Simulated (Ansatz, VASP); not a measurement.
**Two plane-wave programs on SnS**

```
CELL_PARAMETERS angstrom
11.15294 0.00000 0.00000
0.00000 3.99978 0.00000
0.00000 0.00000 4.25930
ATOMIC_POSITIONS crystal
Sn 0.11839 0.25000 0.11164
Sn 0.38161 0.75000 0.61164
Sn 0.61839 0.25000 0.38836
Sn 0.88161 0.75000 0.88836
S 0.85295 0.25000 0.47499
S 0.64705 0.75000 0.97499
S 0.35295 0.25000 0.02501
S 0.14705 0.75000 0.52501
```

Alike in both runs: functional PBE; dispersion D3(BJ); k mesh 4 × 8 × 6; occupations gaussian, width 0.02 eV; no spin polarisation.

Ansatz relaxed the structure, and its values are those at the end. VASP's run is a single point on that final structure, the one shown.

```csv
,VASP,Ansatz
version,VASP 6.6.1,Ansatz 0.2.0
potentials or method,"VASP PAW PBE potentials, release 64 (Sn_d, S), cutoff 500 eV","scalar-relativistic, plane waves, PAW"
valence electrons in the cell,80,80
```

```csv
,VASP,Ansatz,Ansatz less VASP
gap on the k mesh at the Fermi level (eV),0.84,0.84,+0.007
least direct gap on the mesh (eV),1.17,1.18,+0.009
pressure (GPa),-0.1,0.0,+0.05
rms of the force components (eV/Å),0.003,0.001,-0.0025
```
